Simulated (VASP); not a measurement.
# C: relaxation of cell and atoms with LDA

C:

```
C
1.0
     2.44491    0.00000    0.00000
    -1.22245    2.11735    0.00000
     0.00000    0.00000    6.64974
C
4
Direct
  0.00000 0.00000 0.25000
  0.00000 0.00000 0.75000
  0.33333 0.66667 0.25000
  0.66667 0.33333 0.75000
```

```
Program                : VASP 6.6.1
Task                   : relaxation of cell and atoms
Functional             : LDA
Potentials or basis    : VASP PAW LDA potentials, release 64 (C_h)
Cutoff                 : 910 eV
k mesh                 : 21 × 21 × 6
Occupations            : fermi-dirac, width 0.15 eV
Spin                   : no spin polarisation
Dipole correction      : no
Further INCAR settings : ALGO = Normal; EDIFF = 1e-07; IBRION = 2; EDIFFG = -0.001; NSW = 80; ISIF = 3
```

```yaml
Relaxed_volume: 8.53 Å³/atom
Relaxed_cell: a = 2.446 Å, b = 2.446 Å, c = 6.586 Å, α = 90.00°, β = 90.00°, γ = 120.00°
Space_group_after_relaxing_to_0.1_Å: P6_3/mmc (No. 194)
Energy_gained_by_relaxing: 0.1 meV/atom
Ionic_steps: 8
Pressure_after_relaxing: 0.0 GPa
Band_gap_on_the_k_mesh: zero (bands 8 and 9 overlap by 0.03 eV)
```

The path:
```
step  energy change (eV)  largest force (eV/Å)  pressure (GPa)  volume (Å³)
   1              0.0000                0.0000            0.30        34.42
   2              0.0002                0.0000           -1.10        34.50
   3             -0.0001                0.0000           -0.17        34.45
   4             -0.0001                0.0000           -0.16        34.42
   5             -0.0003                0.0000           -0.11        34.33
   6             -0.0004                0.0000           -0.01        34.15
   7             -0.0004                0.0000            0.02        34.12
   8             -0.0004                0.0000            0.01        34.12
```

Final structure:
```
C
1.0
     2.44599    0.00000    0.00000
    -1.22299    2.11829    0.00000
     0.00000    0.00000    6.58608
C
4
Direct
  0.00000 0.00000 0.25000
  0.00000 0.00000 0.75000
  0.33333 0.66667 0.25000
  0.66667 0.33333 0.75000
```

Levels at points of the mesh, in eV from the Fermi level:
| k point | band 5 | band 6 | band 7 | band 8 | band 9 | band 10 | band 11 | band 12 |
| --- | --- | --- | --- | --- | --- | --- | --- | --- |
| (0.00, 0.00, 0.00) | -3.00 | -3.00 | -2.97 | -2.97 | 3.97 | 8.43 | 8.43 | 8.49 |
| (0.00, 0.00, 0.50) | -2.99 | -2.99 | -2.99 | -2.99 | 6.78 | 6.78 | 8.46 | 8.46 |

Run time: 3.4 min on 1 thread of Intel(R) Xeon(R) 6975P-C (Granite Rapids), on a shared host, peak memory 0.25 GiB.

Caveat: the cutoff is under 1.25 times the usual one of these potentials, so pressure, stress and relaxed cells hold a basis-set (Pulay) error.
